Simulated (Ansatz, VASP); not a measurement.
This is a calculation of NbP for VASP 6.6.1.

File INCAR:

```
PREC     = Accurate       # precision mode
ENCUT    = 520            # plane-wave cutoff, eV
EDIFF    = 1E-7           # SCF threshold, eV
ISMEAR   = -1             # smearing method
SIGMA    = 0.05           # smearing width, eV
LREAL    = F              # projectors in reciprocal space
LASPH    = T              # aspherical terms in the spheres
NELM     = 60             # most SCF steps
ALGO     = Normal         # electronic algorithm
ISIF     = 2              # what is computed and relaxed
LWAVE    = F              # write WAVECAR
LCHARG   = F              # write CHGCAR
GGA      = PE             # functional
NBANDS   = 26             # bands
```

Contents of KPOINTS:

```
Automatic mesh
0
Gamma
  11 11 11
```

File POSCAR:

```
NbP
1.0
   -1.6522863814      1.6522863814      5.6625296365
    1.6522863814     -1.6522863814      5.6625296365
    1.6522863814      1.6522863814     -5.6625296365
Nb P
2 2
Direct
    0.2498808000      0.7498808000      0.5000000000
    0.4998808000      0.4998808000      0.0000000000
    0.8327477700      0.3327477700      0.5000000000
    0.0827477700      0.0827477700      0.0000000000
```

Potentials or basis: VASP PAW PBE potentials, release 64 (Nb_sv, P).

Command:

```bash
$ cat potpaw_PBE.64/Nb_sv/POTCAR potpaw_PBE.64/P/POTCAR > POTCAR
$ mpirun -np 1 vasp_std > vasp.out
```

**Question.** Translate it to Ansatz 0.2.0. Potentials there: Ansatz PAW soft_1.

**Answer.** As run (the cutoff follows the program's own potentials):

File input.yaml:

```yaml
crystal:
  lattice:
    - [-1.6522863814, 1.6522863814, 5.6625296365]
    - [1.6522863814, -1.6522863814, 5.6625296365]
    - [1.6522863814, 1.6522863814, -5.6625296365]
  atoms:
    - { symbol: Nb, position: [0.2498808, 0.7498808, 0.5] }
    - { symbol: Nb, position: [0.4998808, 0.4998808, 0.0] }
    - { symbol: P, position: [0.83274777, 0.33274777, 0.5] }
    - { symbol: P, position: [0.08274777, 0.08274777, 0.0] }
hamiltonian:
  xc: pbe
  pseudopotentials: { kind: paw, azcp: { folder: soft_1 } }
kpoints:
  mp_grid: { grid: [11, 11, 11] }
scf:
  occupations: { method: fermi_dirac, width: 0.05 }
output:
  forces: true
  stress: true
  eigenvalues: true
```

Potentials or basis: Ansatz PAW soft_1.

Launch:

```bash
$ ansatz run input.yaml --threads 1 --pin off --max-ram 3584MiB --backend cpu --events-out ev --progress --plain --runs-dir out
```

Both were run:

|  | VASP | Ansatz | Ansatz less VASP |
| --- | --- | --- | --- |
| gap on the k mesh at the Fermi level (eV) | none | none | - |
| pressure (GPa) | 6.7 | 7.2 | +0.44 |
| traceless stress, the component that is largest in VASP (GPa) | -1.08 | -1.11 | -0.028 |
| rms of the force components (eV/Å) | 0.017 | 0.018 | +0.0010 |

Atom by atom the forces differ by 0.001 eV/Å (rms over components). A gap of «none» marks a metal or a gap that the smearing closes. With one functional, cell and mesh, what is left measures potentials, basis and numerics.
